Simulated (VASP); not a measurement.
Input of a VASP 6.6.1 run:

Contents of INCAR:

```
  ALGO = Normal
  EDIFF = 1E-7
  ENCUT = 520
  GGA = PE
  ISIF = 2
  ISMEAR = -1
  LASPH = T
  LCHARG = F
  LREAL = F
  LWAVE = F
  NBANDS = 16
  NELM = 100
  PREC = Accurate
  SIGMA = 0.02
```

Contents of KPOINTS:

```
k-points
0
Gamma
  8 8 8
```

POSCAR

```
GaP
1.0
    0.0000000000      2.7253992957      2.7253992957
    2.7586491671      0.0000000000      2.7253992957
    2.7586491671      2.7253992957      0.0000000000
Ga P
1 1
Direct
    0.0000000000      0.0000000000      0.0000000000
    0.2500000000      0.2500000000      0.2500000000
```

Potentials or basis: VASP PAW PBE potentials, release 64 (Ga_d, P).

Command:

```bash
$ cat potpaw_PBE.64/Ga_d/POTCAR potpaw_PBE.64/P/POTCAR > POTCAR
$ mpirun -np 1 vasp_std > vasp.out
```

What does it give for the pressure?

1.4 GPa.

What does it give for the band gap on the k mesh?

1.60 eV, indirect (least direct gap 1.70 eV).

Stress tensor (GPa, compression positive):
```
0.83 0.00 0.00
0.00 1.74 0.00
0.00 0.00 1.74
```

Caveat: the cell differs from its parent crystal (uniaxial x strain +1.2%). A k mesh can miss the band edges.
